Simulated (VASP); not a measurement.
Set up this calculation in VASP 6.6.1, as the native input.

```
Task                   : single point
Functional             : PBE
Potentials or basis    : VASP PAW PBE potentials, release 64 (Ca_sv, O)
Cutoff                 : 520 eV
k mesh                 : 5 × 5 × 5
Occupations            : fermi-dirac, width 0.02 eV
Spin                   : no spin polarisation
Dipole correction      : no
Further INCAR settings : ALGO = Normal; EDIFF = 1e-06; NBANDS = 15
```

The structure of CaO lies in POSCAR:

```
CaO
1.0
    0.0000000000      2.4035556960      2.4035556960
    2.4035556960      0.0000000000      2.4035556960
    2.4035556960      2.4035556960      0.0000000000
Ca O
1 1
Direct
    0.0000000000      0.0000000000      0.0000000000
    0.5000000000      0.5000000000      0.5000000000
```

These files were run (other wordings do the same):

INCAR

```
SYSTEM = CaO
PREC = Accurate
ENCUT = 520
EDIFF = 1E-6
ISMEAR = -1
SIGMA = 0.02
LREAL = .False.
LASPH = .True.
NELM = 60
ALGO = Normal
ISIF = 2
LWAVE = .False.
LCHARG = .False.
GGA = PE
NBANDS = 15
```

KPOINTS

```
Automatic mesh
0
Gamma
  5 5 5
  0 0 0
```

Potentials or basis: VASP PAW PBE potentials, release 64 (Ca_sv, O).

Launch:

```sh
$ cat potpaw_PBE.64/Ca_sv/POTCAR potpaw_PBE.64/O/POTCAR > POTCAR
$ mpirun -np 1 vasp_std > vasp.out
```

Results of the run:

```
Pressure               : 2.2 GPa
Band gap on the k mesh : 3.82 eV, indirect (least direct gap 4.19 eV)
```

Caveat: the k points lie up to 0.45 Å⁻¹ apart.

It took 5.3 s on 1 thread of AMD EPYC 7R13 Processor (Zen 3) (shared host), peak memory 0.12 GiB.
